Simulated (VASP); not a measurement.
Write the native input for VASP 6.6.1 that does the following.

```
Task                   : single point
Functional             : PBE
Potentials or basis    : VASP PAW PBE potentials, release 64 (Mg, O)
Cutoff                 : 600 eV
k mesh                 : 5 × 5 × 5
Occupations            : gaussian, width 0.01 eV
Spin                   : no spin polarisation
Dipole correction      : no
Further INCAR settings : ALGO = Normal; EDIFF = 1e-06; NBANDS = 11
```

The structure of MgO lies in POSCAR:

```
MgO
1.0
    0.0000000000      2.1085000000      2.1085000000
    2.1085000000      0.0000000000      2.1085000000
    2.1085000000      2.1085000000      0.0000000000
Mg O
1 1
Direct
    0.0000000000      0.0000000000      0.0000000000
    0.5000000000      0.5000000000      0.5000000000
```

One way to write it, as run:

INCAR

```
SYSTEM = MgO
PREC = Accurate
ENCUT = 600
EDIFF = 1E-6
ISMEAR = 0
SIGMA = 0.01
LREAL = .FALSE.
LASPH = .TRUE.
NELM = 120
ALGO = Normal
ISIF = 2
LWAVE = .FALSE.
LCHARG = .FALSE.
GGA = PE
NBANDS = 11
GGA_COMPAT = .FALSE.
```

KPOINTS

```
Automatic mesh
0
G
  5 5 5
  0 0 0
```

Potentials or basis: VASP PAW PBE potentials, release 64 (Mg, O).

Command:

```bash
$ cat potpaw_PBE.64/Mg/POTCAR potpaw_PBE.64/O/POTCAR > POTCAR
$ mpirun -np 1 vasp_std > vasp.out
```

Results of the run:

| Item | Value |
| --- | --- |
| Pressure | 3.1 GPa |
| Band gap on the k mesh | 4.69 eV |

Caveat: the k points lie up to 0.52 Å⁻¹ apart.

It took 4.4 s on 1 thread of AMD EPYC 7R43 64-Core Processor (Zen 3), with other jobs on the host, peak memory 0.1 GiB.
